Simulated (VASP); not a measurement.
# W (I4/mmm) in VASP: further runs, part 2 of 2

VASP 6.6.1. Earlier steps stand in the parts before.

## Step 5: Single point, PBEsol (15.13 Å³/atom)

INCAR reads:

```
SYSTEM = W
PREC = Accurate ; ENCUT = 500
EDIFF = 1E-6 ; ISMEAR = 0
SIGMA = 0.15 ; LREAL = .FALSE.
LASPH = .TRUE. ; NELM = 120
ALGO = Normal ; ISIF = 2
LWAVE = .FALSE. ; LCHARG = .FALSE.
GGA = PS ; NBANDS = 13
GGA_COMPAT = .FALSE.
```

KPOINTS reads:

```
Automatic mesh
0
G
  22 22 22
  0 0 0
```

POSCAR reads:

```
W
1.0
    0.0000000000      2.0141146227      1.8644659062
    2.0141146227      0.0000000000      1.8644659062
    2.0141146227      2.0141146227      0.0000000000
W
1
Direct
    0.0000000000      0.0000000000      0.0000000000
```

Potentials or basis: VASP PAW PBE potentials, release 64 (W_sv).

Run with:

```sh
cat potpaw_PBE.64/W_sv/POTCAR > POTCAR
mpirun -np 1 vasp_std > vasp.out
```

OUTCAR:

```text
SYSTEM = W
   PREC = Accurate
   ENCUT = 500
   EDIFF = 1E-6
   ISMEAR = 0
   LREAL = .FALSE.
   LASPH = .TRUE.
   NELM = 120
   ISIF = 2
   GGA = PS

 ion  position               nearest neighbor table
   1  0.000  0.000  0.000-

  LATTYP: Found a body centered tetragonal cell.
 ALAT       =     2.8483882156
 C/A-ratio  =     1.3091374947

  Lattice vectors:

 A1 = (   0.0000000000,  -2.0141146227,  -1.8644659062)
 A2 = (   0.0000000000,   2.0141146227,  -1.8644659062)
 A3 = (   2.0141146227,   0.0000000000,   1.8644659062)

Analysis of symmetry for initial positions (statically):
=====================================================================
 Subroutine PRICEL returns:
 Original cell was already a primitive cell.

 Routine SETGRP: Setting up the symmetry group for a
 body centered tetragonal supercell.

 Subroutine GETGRP returns: Found 16 space group operations
 (whereof 16 operations were pure point group operations)
 out of a pool of 16 trial point group operations.

[... 167 lines left out ...]
 k-point     1 :       0.0000    0.0000    0.0000
  band No.  band energies     occupation
      1     -62.0318      2.00000
      2     -25.5457      2.00000
      3     -25.5457      2.00000
      4     -25.5049      2.00000
      5       2.0468      2.00000
      6      10.4880      2.00000
      7      10.4880      2.00000
      8      11.5516      1.56447
      9      13.4448      0.00000
     10      14.9740      0.00000
     11      24.4908      0.00000
     12      29.0733      0.00000
     13      29.0733      0.00000
[... 354 lines left out ...]
  band No.  band energies     occupation
      1     -61.8764      2.00000
      2     -27.0211      2.00000
      3     -25.8244      2.00000
      4     -25.6675      2.00000
      5       5.4902      2.00000
      6       9.9972      2.00000
      7      10.9581      2.00000
      8      12.2855      0.00000
      9      16.8838      0.00000
     10      17.2467      0.00000
     11      23.0566      0.00000
     12      24.4196      0.00000
     13      31.0590      0.00000

 [... further k-points ...]

------------------------ aborting loop because EDIFF is reached ----------------------------------------

  FORCE on cell =-STRESS in cart. coord.  units (eV):
  Direction    XX          YY          ZZ          XY          YZ          ZX
  --------------------------------------------------------------------------------------
  -------------------------------------------------------------------------------------
  Total        2.5610689      2.5610689      0.3124420      0.0000000      0.0000000      0.0000000
  in kB      271.2557982    271.2557982     33.0923140      0.0000000      0.0000000      0.0000000
  external PRESSURE =     191.8679701 kB  Pullay stress =       0.0000000 kB

 VOLUME and BASIS-vectors are now :
 -----------------------------------------------------------------------------
  energy-cutoff  :      500.00
  volume of cell :       15.13
      direct lattice vectors                 reciprocal lattice vectors
     0.000000000  2.014114623  1.864465906    -0.248248036  0.248248036  0.268173314
     2.014114623  0.000000000  1.864465906     0.248248036 -0.248248036  0.268173314
     2.014114623  2.014114623  0.000000000     0.248248036  0.248248036 -0.268173314

 POSITION                                       TOTAL-FORCE (eV/Angst)
 -----------------------------------------------------------------------------------
      0.00000      0.00000      0.00000         0.000000     -0.000000      0.000000
 -----------------------------------------------------------------------------------
    total drift:                                0.000000     -0.000000      0.000000

  FREE ENERGIE OF THE ION-ELECTRON SYSTEM (eV)
  ---------------------------------------------------
  free  energy   TOTEN  =       -13.3274708232 eV

  energy  without entropy=      -13.3167561585  energy(sigma->0) =      -13.32211349
```

stdout:

```text
POSCAR found type information on POSCAR W
 POSCAR found :  1 types and       1 ions
 scaLAPACK will be used
 -----------------------------------------------------------------------------
|                                                                             |
|                                                                             |
|     You enforced a specific xc type in the INCAR file but a different       |
|     I HOPE YOU KNOW WHAT YOU ARE DOING!                                     |
|                                                                             |
 -----------------------------------------------------------------------------

 LDA part: xc-table for (Slater+PW92), standard interpolation
 POSCAR, INCAR and KPOINTS ok, starting setup
 FFT: planning ... GRIDC
 FFT: planning ... GRID_SOFT
 FFT: planning ... GRID
 WAVECAR not read
 entering main loop
```

Wall time 88 s (1 thread of Intel Xeon 8259CL, shared host); peak memory 0.26 GiB.

What came out:

* Free energy: -13.3275 eV
* Pressure: 19.2 GPa
* Band gap on the k mesh: zero (bands 7 and 8 overlap by 5.29 eV)

Levels at points of the mesh, in eV from the Fermi level:
```tsv
k point	band 3	band 4	band 5	band 6	band 7	band 8	band 9	band 10	band 11	band 12
(0.00, 0.00, 0.00)	-37.18	-37.14	-9.59	-1.15	-1.15	-0.08	1.81	3.34	12.86	17.44
(0.50, 0.00, 0.00)	-37.46	-37.27	-6.24	-1.74	-0.42	0.79	5.02	5.87	11.46	12.37
(0.50, 0.50, 0.00)	-37.85	-37.85	-6.23	-5.39	4.53	5.38	6.32	6.32	11.52	11.52
(0.50, 0.00, 0.50)	-37.72	-37.56	-6.28	-5.09	2.87	5.28	5.64	6.84	12.02	13.50
```

Caveat: the cell stands under pressure; the PAW data sets were made with another functional, which shifts forces and pressure a little; spin-orbit coupling is left out, which moves the levels of the heavy elements.

## Step 6: Summary

```csv
cell,gap on the mesh (eV),pressure (GPa)
"a = 2.865, b = 2.865, c = 2.637 Å, angles 62.6, 62.6, 54.8°, 1 atom",none,20.5
"a = 2.706, b = 2.706, c = 3.240 Å, angles 53.2, 53.2, 73.5°, 1 atom",none,16.1
"a = 2.722, b = 2.722, c = 2.923 Å, angles 57.5, 57.5, 65.0°, 1 atom",none,17.9
"a = 2.745, b = 2.745, c = 2.848 Å, angles 58.7, 58.7, 62.5°, 1 atom",none,19.2
```

Alike in all rows: task single point; level PBEsol; potentials or basis VASP PAW PBE potentials, release 64 (W_sv); no spin polarisation; k mesh 22 × 22 × 22; cutoff (eV) 500; smearing gaussian 0.15 eV.

Caveats: the cell stands under pressure; the PAW data sets were made with another functional, which shifts forces and pressure a little; spin-orbit coupling is left out, which moves the levels of the heavy elements.

Total energies depend on the potentials used, so only differences within one code and one set of settings carry meaning.
